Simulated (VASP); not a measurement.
Input of a VASP 6.6.1 run:

File INCAR:

```
ALGO = Normal ; EDIFF = 1E-6
ENCUT = 520 ; GGA = PE
ISIF = 2 ; ISMEAR = 0
LASPH = True ; LCHARG = False
LREAL = False ; LWAVE = False
NBANDS = 33 ; NELM = 60
PREC = Accurate ; SIGMA = 0.1
```

The input KPOINTS:

```
k-points
0
Gamma
  6 6 6
```

Contents of POSCAR:

```
Zr3F2
1.0
    2.3119694165      1.3348161650      5.8701943493
   -2.3119694165      1.3348161650      5.8701943493
    0.0000000000     -2.6696323299      5.8701943493
Zr F
3 2
Direct
    0.3892425566      0.3892425566      0.3892425566
    0.6107574434      0.6107574434      0.6107574434
    0.0000000000      0.0000000000      0.0000000000
    0.8809536009      0.8809536009      0.8809536009
    0.1190463991      0.1190463991      0.1190463991
```

Potentials or basis: VASP PAW PBE potentials, release 64 (Zr_sv, F).

Run with:

```sh
$ cat potpaw_PBE.64/Zr_sv/POTCAR potpaw_PBE.64/F/POTCAR > POTCAR
$ mpirun -np 1 vasp_std > vasp.out
```

(1) Estimate the band gap on the k mesh.

(2) What does it give for the pressure?

(3) Estimate the largest force.

## Answers

(1) zero (band 25 reaches 5.82 eV, above the bottom of band 26 at 5.58 eV).

(2) 0.2 GPa.

(3) 0.045 eV/Å.
